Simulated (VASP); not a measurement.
# Ga8N7 (a cell with a defect) in VASP: relaxation of the atoms with PBE

Aim: the relaxation of the atoms of Ga8N7 (a cell with a defect) with PBE.

Program: VASP 6.6.1. These are calculated values, not measurements. Logs are shortened: lines on timing, memory, paths and dates and some standing lists are left out, and cuts for length are marked.

## Step 1: The cell of the first run

The cell holds a defect, 15 atoms: a = 5.243 Å, b = 6.437 Å, c = 6.437 Å, α = 120.00°, β = 90.00°, γ = 90.00°.

## Step 2: Relaxation of the atoms, PBE (atoms taken out)

File INCAR:

```
PREC = Accurate
ENCUT = 520
EDIFF = 1E-6
ISMEAR = 0
SIGMA = 0.01
LREAL = Auto
LASPH = T
NELM = 80
ALGO = Normal
ISIF = 2
LWAVE = F
LCHARG = F
GGA = PE
IBRION = 2
NSW = 65
EDIFFG = -0.025
NELECT = 138.0
```

File KPOINTS:

```
regular mesh
0
Gamma
  3 3 3
```

File POSCAR:

```
Ga8N7
1.0
    0.0000000000      0.0000000000      5.2431684095
    3.2183708159      5.5743817708      0.0000000000
   -6.4367416318     -0.0000000001      0.0000000000
Ga N
8 7
Direct
    0.5137825679      0.1666666667      0.3333333333
    0.4983875790      0.1658024972      0.8329012486
    0.4983875790      0.6670987514      0.3341975028
    0.4983875790      0.6670987514      0.8329012486
    0.9942885904      0.3297989752      0.6595979505
    0.9942885904      0.3297989752      0.1702010248
    0.9994767709      0.8333333333      0.6666666667
    0.9942885904      0.8404020495      0.1702010248
    0.8754750497      0.1660741974      0.8330370987
    0.8754750497      0.6669629013      0.3339258026
    0.8754750497      0.6669629013      0.8330370987
    0.3769406546      0.3321396481      0.6642792963
    0.3769406546      0.3321396481      0.1678603519
    0.3755999032      0.8333333333      0.6666666667
    0.3769406546      0.8357207037      0.1678603519
```

Potentials or basis: VASP PAW PBE potentials, release 64 (Ga_d, N).

On the command line:

```console
$ cat potpaw_PBE.64/Ga_d/POTCAR potpaw_PBE.64/N/POTCAR > POTCAR
$ mpirun -np 1 vasp_std > vasp.out
```

OUTCAR:

```text
PREC = Accurate
   ENCUT = 520
   EDIFF = 1E-6
   ISMEAR = 0
   LREAL = Auto
   LASPH = T
   NELM = 80
   ISIF = 2
   GGA = PE
   IBRION = 2
   NSW = 65
   EDIFFG = -0.025
   NELECT = 138.0

 ion  position               nearest neighbor table
   1  0.514  0.167  0.333-  13 1.98  12 1.98  15 1.98
   2  0.498  0.166  0.833-  14 1.96  12 1.97  13 1.97   9 1.98
   3  0.498  0.667  0.334-  14 1.96  15 1.97  13 1.97  10 1.98
   4  0.498  0.667  0.833-  14 1.96  15 1.97  12 1.97  11 1.98
   5  0.994  0.330  0.660-   9 1.98  11 1.98  12 2.01
   6  0.994  0.330  0.170-   9 1.98  10 1.98  13 2.01
   7  0.999  0.833  0.667-  11 1.97  10 1.97   9 1.97  14 1.97
   8  0.994  0.840  0.170-  10 1.98  11 1.98  15 2.01
   9  0.875  0.166  0.833-   7 1.97   2 1.98   5 1.98   6 1.98
  10  0.875  0.667  0.334-   7 1.97   3 1.98   8 1.98   6 1.98
  11  0.875  0.667  0.833-   7 1.97   4 1.98   8 1.98   5 1.98
  12  0.377  0.332  0.664-   2 1.97   4 1.97   1 1.98   5 2.01
  13  0.377  0.332  0.168-   2 1.97   3 1.97   1 1.98   6 2.01
  14  0.376  0.833  0.667-   4 1.96   3 1.96   2 1.96   7 1.97
  15  0.377  0.836  0.168-   3 1.97   4 1.97   1 1.98   8 2.01

  LATTYP: Found a hexagonal cell.
 ALAT       =     6.4367416319
 C/A-ratio  =     0.8145687227

  Lattice vectors:

 A1 = (   3.2183708159,   5.5743817708,   0.0000000000)
 A2 = (  -6.4367416318,  -0.0000000001,   0.0000000000)
 A3 = (   0.0000000000,   0.0000000000,   5.2431684095)

Analysis of symmetry for initial positions (statically):
=====================================================================
 Subroutine PRICEL returns:
 Original cell was already a primitive cell.

 Routine SETGRP: Setting up the symmetry group for a
 hexagonal supercell.

 Subroutine GETGRP returns: Found  6 space group operations
 (whereof  2 operations were pure point group operations)
 out of a pool of 24 trial point group operations.

The static configuration has the point symmetry C_1h.
 The point group associated with its full space group is C_3v.

Analysis of symmetry for dynamics (positions and initial velocities):
=====================================================================
 Subroutine PRICEL returns:
 Original cell was already a primitive cell.

 Routine SETGRP: Setting up the symmetry group for a
 hexagonal supercell.

 Subroutine GETGRP returns: Found  6 space group operations
 (whereof  2 operations were pure point group operations)
 out of a pool of 24 trial point group operations.

The dynamic configuration has the point symmetry C_1h.
 The point group associated with its full space group is C_3v.

 Subroutine INISYM returns: Found  6 space group operations
 (whereof  2 operations are pure point group operations),
 and found     1 'primitive' translations

----------------------------------------------------------------------------------------

                                     Primitive cell

  volume of cell :     188.1294

  direct lattice vectors                    reciprocal lattice vectors
     0.000000000  0.000000000  5.243168409     0.000000000  0.000000000  0.190724372
     3.218370816  5.574381771  0.000000000    -0.000000000  0.179392091  0.000000000
    -6.436741632 -0.000000000  0.000000000    -0.155358108  0.089696045  0.000000000

  length of vectors
     5.243168409  6.436741632  6.436741632     0.190724372  0.179392091  0.179392091

  position of ions in fractional coordinates (direct lattice)
     0.513782568  0.166666667  0.333333333
     0.498387579  0.165802497  0.832901249
     0.498387579  0.667098751  0.334197503
     0.498387579  0.667098751  0.832901249
     0.994288590  0.329798975  0.659597951
     0.994288590  0.329798975  0.170201025
     0.999476771  0.833333333  0.666666667
     0.994288590  0.840402049  0.170201025
     0.875475050  0.166074197  0.833037099
     0.875475050  0.666962901  0.333925803
     0.875475050  0.666962901  0.833037099
     0.376940655  0.332139648  0.664279296
     0.376940655  0.332139648  0.167860352
[... 33 lines left out ...]
    -0.000000000  0.059797364  0.000000000     0.000000000  0.333333333 -0.000000000
    -0.051786036  0.029898682  0.000000000     0.000000000  0.000000000  0.333333333

  Length of vectors
     0.063574791  0.059797364  0.059797364

  Shift w.r.t. Gamma in fractional coordinates (k-lattice)
     0.000000000  0.000000000  0.000000000

 Subroutine IBZKPT returns following result:
 ===========================================

 Found      7 irreducible k-points:

 Following reciprocal coordinates:
            Coordinates               Weight
  0.000000  0.000000  0.000000      1.000000
  0.333333  0.000000  0.000000      2.000000
  0.000000  0.333333 -0.000000      6.000000
  0.333333  0.333333 -0.000000      6.000000
  0.333333 -0.000000  0.333333      6.000000
  0.000000  0.333333  0.333333      2.000000
  0.333333  0.333333  0.333333      4.000000
   k-points           NKPTS =      7   k-points in BZ     NKDIM =      7   number of bands    NBANDS=     82
   number of dos      NEDOS =    301   number of ions     NIONS =     15
   total plane-waves  NPLWV =  92160
   dimension x,y,z NGX =    40 NGY =   48 NGZ =   48
   dimension x,y,z NGXF=    80 NGYF=   96 NGZF=   96
   ions per type =               8   7
   NGX,Y,Z   is equivalent  to a cutoff of  12.68, 12.40, 12.40 a.u.
   NGXF,Y,Z  is equivalent  to a cutoff of  25.37, 24.79, 24.79 a.u.
 SYSTEM =  unknown system
   PREC   = accura    normal or accurate (medium, high low for compatibility)
   ISTART =      0    job   : 0-new  1-cont  2-samecut
   ICHARG =      2    charge: 1-file 2-atom 10-const
   ISPIN  =      1    spin polarized calculation?
   LNONCOLLINEAR =      F non collinear calculations
   LSORBIT =      F    spin-orbit coupling
   LASPH  =      T    aspherical Exc in radial PAW
   ENCUT  =  520.0 eV  38.22 Ry    6.18 a.u.   9.75 11.97 11.97*2*pi/ulx,y,z
   NELM   =     80;   NELMIN=  2; NELMDL= -5     # of ELM steps
   EDIFF  = 0.1E-05   stopping-criterion for ELM
   LREAL  =      T    real-space projection
   EDIFFG = -.3E-01   stopping-criterion for IOM
   NSW    =     65    number of steps for IOM
   IBRION =      2    ionic relax: 0-MD 1-quasi-New 2-CG
   NFREE  =      1    steps in history (QN), initial steepest desc. (CG)
   ISIF   =      2    stress and relaxation
   ISYM   =      2    0-nonsym 1-usesym 2-fastsym
   POTIM  = 0.5000    time-step for ionic-motion
   TEBEG  =    0.0;   TEEND  =   0.0 temperature during run
   PSTRESS=    0.0 pullay stress
   NELECT =     138.0000    total number of electrons
   NUPDOWN=      -1.0000    fix difference up-down
   EMIN   =  10.00;   EMAX   =-10.00  energy-range for DOS
   EFERMI =   0.00;   METHOD = LEGACY
   ISMEAR =     0;   SIGMA  =   0.01  broadening in eV -4-tet -1-fermi 0-gaus
   EFERMI_NEDOS =   21; number of points for ismear=-14 and -15
   IALGO  =     38    algorithm
   IMIX   =      4    mixing-type and parameters
     AMIX     =   0.40;   BMIX     =  1.00
     AMIX_MAG =   1.60;   BMIX_MAG =  1.00
  volume/ion in A,a.u.               =      12.54        84.64
  Fermi-wavevector in a.u.,A,eV,Ry     =   1.476440  2.790066 29.658982  2.179874
  Thomas-Fermi vector in A             =   2.590966
   LORBIT       =      0    0 simple, 1 ext, 2 COOP (PROOUT), +10 PAW based schemes
   GGA     = PE    functional components
   LHFCALC =     F    Hartree Fock is set to
   AEXX    =    0.0000 exact exchange contribution
   IVDW    =     0    specifies the selected vdW correction
   LEPSILON=     F    determine dielectric tensor
   LRPA    =     F    only Hartree local field effects (RPA)
 conjugate gradient relaxation of ions
 non-spin polarized calculation
 Gauss-broadening in eV      SIGMA  =   0.01
  energy-cutoff  :      520.00
  volume of cell :      188.13
 maximum number of plane-waves:      5076
 NGX is ok and might be reduce to    40
   NGX = 19   NGY = 23   NGZ = 23

--------------------------------------- Ionic step        1  -------------------------------------------

 number of electron     137.9999931 magnetization

 Free energy of the ion-electron system (eV)
  ---------------------------------------------------
  ext. energy  EPLUGINS =         0.00000000
  ---------------------------------------------------
  free energy    TOTEN  =       -92.24950796 eV

  energy without entropy =      -92.24950796  energy(sigma->0) =      -92.24950796

------------------------ aborting loop because EDIFF is reached ----------------------------------------

  FORCE on cell =-STRESS in cart. coord.  units (eV):
  Direction    XX          YY          ZZ          XY          YZ          ZX
  --------------------------------------------------------------------------------------
  -------------------------------------------------------------------------------------
  Total      -12.3914586    -12.3914586    -14.5018061     -0.0000000     -0.0000000      0.0000000
  in kB     -105.5301167   -105.5301167   -123.5025949     -0.0000000     -0.0000000      0.0000000
  external PRESSURE =    -111.5209427 kB  Pullay stress =       0.0000000 kB
[... 128 lines left out ...]
  FREE ENERGIE OF THE ION-ELECTRON SYSTEM (eV)
  ---------------------------------------------------
  free  energy   TOTEN  =       -92.3839807871 eV

  energy  without entropy=      -92.3839807871  energy(sigma->0) =      -92.38398079

[... ionic steps 4 to 8 ...]

--------------------------------------- Ionic step        9  -------------------------------------------

 number of electron     137.9999938 magnetization

------------------------ aborting loop because EDIFF is reached ----------------------------------------
[... 93 lines left out ...]
--------------------------------------- Ionic step       11  -------------------------------------------

 number of electron     137.9999920 magnetization

 Free energy of the ion-electron system (eV)
  ---------------------------------------------------
  ext. energy  EPLUGINS =         0.00000000
  ---------------------------------------------------
  free energy    TOTEN  =       -92.41298821 eV

  energy without entropy =      -92.41298821  energy(sigma->0) =      -92.41298821

 E-fermi :   5.1904     XC(G=0): -11.2428

 val. band max:        5.1013015506   @ k =   0.0000   0.3333   0.3333
 cond. band min:       6.5305573451   @ k =   0.0000   0.3333   0.3333
 fundamental gap:      1.4292557945
 Fermi energy:         5.1903806369

 k-point     1 :       0.0000    0.0000    0.0000
  band No.  band energies     occupation
      1     -10.9584      2.00000
      2     -10.3142      2.00000
      3     -10.3142      2.00000
      4     -10.3142      2.00000
      5     -10.1710      2.00000
      6     -10.1710      2.00000
[... 577 lines left out ...]
     80      11.8276      0.00000
     81      12.0565      0.00000
 [bands above 81 left out]

------------------------ aborting loop because EDIFF is reached ----------------------------------------

  FORCE on cell =-STRESS in cart. coord.  units (eV):
  Direction    XX          YY          ZZ          XY          YZ          ZX
  --------------------------------------------------------------------------------------
  -------------------------------------------------------------------------------------
  Total      -10.8033888    -10.8033888    -11.1088272     -0.0000000     -0.0000000      0.0000000
  in kB      -92.0055431    -92.0055431    -94.6067664     -0.0000000     -0.0000000      0.0000000
  external PRESSURE =     -92.8726175 kB  Pullay stress =       0.0000000 kB
[... 30 lines left out ...]
  FREE ENERGIE OF THE ION-ELECTRON SYSTEM (eV)
  ---------------------------------------------------
  free  energy   TOTEN  =       -92.4129882071 eV

  energy  without entropy=      -92.4129882071  energy(sigma->0) =      -92.41298821

 reached required accuracy - stopping structural energy minimisation
```

It took 54 min on 1 thread of Oxide Virtual Turin-like, shared host; peak memory 0.3 GiB.

What came out:

```
Free energy                  : -92.4130 eV
Energy gained by relaxing    : 10.9 meV/atom
Ionic steps                  : 11
Largest force after relaxing : 0.022 eV/Å
```

Forces in eV/Å, atoms in the order of the input:
```
Ga   0.000  0.000  0.000
Ga   0.000 -0.008 -0.001
Ga  -0.007  0.004 -0.001
Ga   0.007  0.004 -0.001
Ga   0.000  0.000  0.016
Ga   0.000  0.000  0.016
Ga   0.000  0.000  0.011
Ga   0.000  0.000  0.016
N    0.000 -0.022 -0.001
N   -0.019  0.011 -0.001
N    0.019  0.011 -0.001
N   -0.003  0.002 -0.020
N    0.003  0.002 -0.020
N    0.000  0.000  0.008
N    0.000 -0.003 -0.020
```

The path:
```tsv
step	energy change (eV)	largest force (eV/Å)	pressure (GPa)
1	0.0000	0.9717	-11.15
2	-0.1296	0.3218	-10.25
3	-0.1345	0.3067	-10.00
4	-0.1549	0.1470	-9.65
5	-0.1558	0.1381	-9.55
6	-0.1589	0.1477	-9.47
7	-0.1592	0.1473	-9.44
8	-0.1613	0.1062	-9.42
9	-0.1630	0.0415	-9.35
10	-0.1631	0.0465	-9.33
11	-0.1635	0.0216	-9.29
```

Final structure:
```
Ga N
1.0
     0.00000    0.00000    5.24317
     3.21837    5.57438    0.00000
    -6.43674    0.00000    0.00000
Ga N
8 7
Cartesian
  -1.6092 0.9291 2.5576
  -4.8276 0.9113 2.6153
  -0.0154 3.7252 2.6153
  -3.2030 3.7252 2.6153
  -3.2364 1.8685 0.0042
  0.0180 1.8685 0.0042
  -1.6092 4.6453 0.0099
  1.6092 4.6245 0.0042
  -4.8276 0.9240 4.5895
  -0.0044 3.7188 4.5895
  -3.2140 3.7188 4.5895
  -3.2154 1.8564 1.9815
  -0.0030 1.8564 1.9815
  -1.6092 4.6453 1.9709
  1.6092 4.6488 1.9815
```

Levels at points of the mesh, in eV from the Fermi level:
```tsv
k point	band 65	band 66	band 67	band 68	band 69	band 70	band 71	band 72	band 73	band 74
(0.00, 0.00, 0.00)	-1.56	-1.52	-1.25	-0.78	-0.78	2.14	2.63	3.46	3.46	3.95
```

Caveat: the cell carries a net charge on a neutralising background, which shifts energy and pressure; the cell differs from its parent crystal (atoms taken out); the cell is charged against a uniform background, so pressure and absolute levels hang on convention.
